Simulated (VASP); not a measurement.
Wanted: the native input for a VASP 6.6.1 run.

| Item | Value |
| --- | --- |
| Task | single point |
| Functional | PBE |
| Potentials or basis | VASP PAW PBE potentials, release 64 (Ni) |
| Cutoff | 520 eV |
| k mesh | 14 × 14 × 7 |
| Occupations | fermi-dirac, width 0.1 eV |
| Spin | collinear spin, ferromagnetic start |
| Starting moments | [0.77, 0.77] μB |
| Dipole correction | no |
| Further INCAR settings | ALGO = Normal; EDIFF = 1e-06; NBANDS = 21 |

The structure of Ni lies in POSCAR:

```
Ni
1.0
    0.0000000000      1.8075000000      1.8075000000
    1.8075000000      0.0000000000      1.8075000000
    3.6150000000      3.6150000000      0.0000000000
Ni
2
Direct
    0.0000000000      0.0000000000      0.0000000000
    0.0000000000      0.0000000000      0.5000000000
```

One way to write it, as run:

INCAR

```
SYSTEM = Ni
PREC     = Accurate       ! precision mode
ENCUT    = 520            ! plane-wave cutoff, eV
EDIFF    = 1E-6           ! SCF threshold, eV
ISMEAR   = -1             ! smearing method
SIGMA    = 0.1            ! smearing width, eV
LREAL    = .False.        ! projectors in reciprocal space
LASPH    = .True.         ! aspherical terms in the spheres
NELM     = 150            ! most SCF steps
ALGO     = Normal         ! electronic algorithm
ISIF     = 2              ! what is computed and relaxed
LWAVE    = .False.        ! write WAVECAR
LCHARG   = .False.        ! write CHGCAR
ISPIN    = 2              ! spin polarisation
MAGMOM   = 0.77 0.77      ! initial moments
LORBIT   = 11             ! projections on sites
LMAXMIX  = 4              ! l up to which the mixer works
GGA      = PE             ! functional
NBANDS   = 21             ! bands
```

KPOINTS

```
Automatic mesh
0
Gamma
  14 14 7
  0 0 0
```

Potentials or basis: VASP PAW PBE potentials, release 64 (Ni).

Command:

```bash
$ cat potpaw_PBE.64/Ni/POTCAR > POTCAR
$ mpirun -np 1 vasp_std > vasp.out
```

Results of the run:

* Pressure: -12.7 GPa
* Net moment: 1.28 μB per cell
* Site moments: Ni +0.66 μB
* Valence electrons inside the program's atomic spheres: Ni 9.18

Caveat: the cell stands under tension.

Wall time 61 s on 1 thread of Intel(R) Xeon(R) 6975P-C (Granite Rapids), with other jobs on the host, peak memory 0.22 GiB.
